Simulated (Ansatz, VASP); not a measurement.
PbS: VASP and Ansatz over several settings

```xyz
2
Lattice="3.7253 0.0000 0.0000 0.0000 3.7253 0.0000 0.0000 0.0000 3.7253" Properties=species:S:1:pos:R:3 pbc="T T T"
Pb    0.0000    0.0000    0.0000
S     1.8627    1.8627    1.8627
```

Single points on this cell with VASP 6.6.1 and Ansatz 0.2.0. Each row is one pair of runs. Alike in all rows: spin: off; k mesh: 7 × 7 × 7; smearing: fermi-dirac, width 0.05 eV.

```tsv
level	VASP's potentials, cutoff	Ansatz's potentials, cutoff	pressure (GPa), VASP	pressure (GPa), Ansatz
LDA	VASP PAW LDA potentials, release 64 (Pb_d, S), 520 eV	Ansatz PAW, 420 eV	-7.5	-7.5
PBEsol	VASP PAW PBE potentials, release 64 (Pb_d, S), 520 eV	Ansatz PAW, 420 eV	-5.9	-5.8
r2SCAN	VASP PAW PBE potentials, release 64 (Pb_d, S), 550 eV	Ansatz PAW, 500 eV	-3.8	-3.8
```

Pressure (GPa): the two programs differ by at most 0.04.

Spin-orbit coupling is off throughout. Noted on Ansatz's runs: odd divisions of the mesh miss points on the zone boundary, where band edges often lie, so the gap on the mesh can be too wide.
